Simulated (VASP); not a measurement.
Set up this calculation in VASP 6.6.1, as the native input.

| Quantity | Value |
| --- | --- |
| Task | single point |
| Functional | PBE |
| Potentials or basis | VASP PAW PBE potentials, release 64 (In_d, As_d, S) |
| Cutoff | 510 eV |
| k mesh | 6 × 6 × 2 |
| Occupations | gaussian, width 0.1 eV |
| Spin | no spin polarisation |
| Dipole correction | no |
| Further INCAR settings | ALGO = Normal; EDIFF = 1e-06; NBANDS = 35 |

The structure of InAsS4 lies in POSCAR:

```
InAsS4
1.0
    3.7421249259      0.0000000000      0.0000000000
    0.0000000000      3.7421249259      0.0000000000
    0.0000000000      0.0000000000     10.1449940241
In As S
1 1 4
Direct
    0.0000000000      0.0000000000      0.0000000000
    0.5000000000      0.5000000000      0.5000000000
    0.0000000000      0.0000000000      0.6025277410
    0.5000000000      0.5000000000      0.1083098749
    0.5000000000      0.5000000000      0.8916901251
    0.0000000000      0.0000000000      0.3974722590
```

The cell was generated, and may not be a known phase.

These files were run (other wordings do the same):

INCAR

```
SYSTEM = InAsS4
  ALGO = Normal
  EDIFF = 1E-6
  ENCUT = 510
  GGA = PE
  GGA_COMPAT = .FALSE.
  ISIF = 2
  ISMEAR = 0
  LASPH = .TRUE.
  LCHARG = .FALSE.
  LREAL = .FALSE.
  LWAVE = .FALSE.
  NBANDS = 35
  NELM = 120
  PREC = Accurate
  SIGMA = 0.1
```

KPOINTS

```
k-points
0
G
  6 6 2
  0 0 0
```

Potentials or basis: VASP PAW PBE potentials, release 64 (In_d, As_d, S).

The run is started by

```sh
$ cat potpaw_PBE.64/In_d/POTCAR potpaw_PBE.64/As_d/POTCAR potpaw_PBE.64/S/POTCAR > POTCAR
$ mpirun -np 1 vasp_std > vasp.out
```

It gave:

```json
{
 "Pressure": "-0.2 GPa",
 "Largest force": "0.136 eV/Å",
 "Band gap on the k mesh": "zero (bands 26 and 27 overlap by 1.33 eV)"
}
```

Caveat: spin-orbit coupling is left out, which moves the levels of the heavy elements.

It took 71 s on 1 thread of Intel(R) Xeon(R) Platinum 8375C CPU @ 2.90GHz (Ice Lake) (shared host), peak memory 0.28 GiB.
